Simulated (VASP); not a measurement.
Crystal: CoSi.

```
Co Si
1.0
     4.38300    0.00000    0.00000
     0.00000    4.38300    0.00000
     0.00000    0.00000    4.38300
Co Si
4 4
Cartesian
  0.6386 0.6386 0.6386
  1.5529 3.7444 2.8301
  2.8301 1.5529 3.7444
  3.7444 2.8301 1.5529
  3.6976 3.6976 3.6976
  2.8769 0.6854 1.5061
  1.5061 2.8769 0.6854
  0.6854 1.5061 2.8769
```

Base run:

| Item | Value |
| --- | --- |
| Program | VASP 6.6.1 |
| Functional | PBE |
| Potentials or basis | VASP PAW PBE potentials, release 64 (Co, Si) |
| Cutoff | 520 eV |
| k mesh | 6 × 6 × 6 |
| Occupations | fermi-dirac, width 0.02 eV |
| Spin | no spin polarisation |

Its results: band gap on the k mesh zero (band 26 reaches 12.61 eV, above the bottom of band 27 at 12.39 eV); pressure 7.6 GPa; largest force 0.033 eV/Å.

Q: The run is repeated on the same cell with these changes: functional from PBE to r2SCAN. What comes out?

A: Band gap on the k mesh zero (band 26 reaches 12.53 eV, above the bottom of band 27 at 12.32 eV); pressure 0.1 GPa; largest force 0.004 eV/Å.

Caveats: the PAW data sets were made with another functional, which shifts forces and pressure a little (some runs).
